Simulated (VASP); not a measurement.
Here is a VASP 6.6.1 calculation.

INCAR

```
SYSTEM = TiO2
PREC = Accurate
ENCUT = 520
EDIFF = 1E-6
ISMEAR = 0
SIGMA = 0.05
LREAL = .FALSE.
LASPH = .TRUE.
NELM = 150
ALGO = Normal
ISIF = 2
LWAVE = .FALSE.
LCHARG = .FALSE.
LMAXMIX = 4
LDAU = .TRUE.
LDAUTYPE = 2
LDAUL = 2 -1
LDAUU = 4 0
LDAUJ = 0 0
LDAUPRINT = 1
GGA = PE
NBANDS = 33
```

KPOINTS

```
Automatic mesh
0
G
  6 6 6
  0 0 0
```

Contents of POSCAR:

```
TiO2
1.0
    2.7556872760     -2.7557638530     -0.0205630457
    2.7556872760      2.7557638530     -0.0205630457
   -2.7183033669      0.0000000000      5.0124994207
Ti O
2 4
Direct
    0.1250069486      0.8749930514      0.2500000000
    0.8749930514      0.1250069486      0.7500000000
    0.3363578248      0.0863811001      0.6727253715
    0.6636421752      0.9136188999      0.3272746285
    0.9136188999      0.6636421752      0.8272746285
    0.0863811001      0.3363578248      0.1727253715
```

Potentials or basis: VASP PAW PBE potentials, release 64 (Ti_sv, O).

Launch:

```bash
$ cat potpaw_PBE.64/Ti_sv/POTCAR potpaw_PBE.64/O/POTCAR > POTCAR
$ mpirun -np 1 vasp_std > vasp.out
```

(1) Estimate the band gap on the k mesh.

(2) What does it give for the pressure?

(3) Estimate the largest force.

Results:

(1) 2.29 eV (least direct gap 2.70 eV).

(2) -9.6 GPa.

(3) 0.832 eV/Å.

Caveat: the cell differs from its parent crystal (atoms shifted along a free coordinate); the stress differs along the axes, from -14 to -7 GPa.
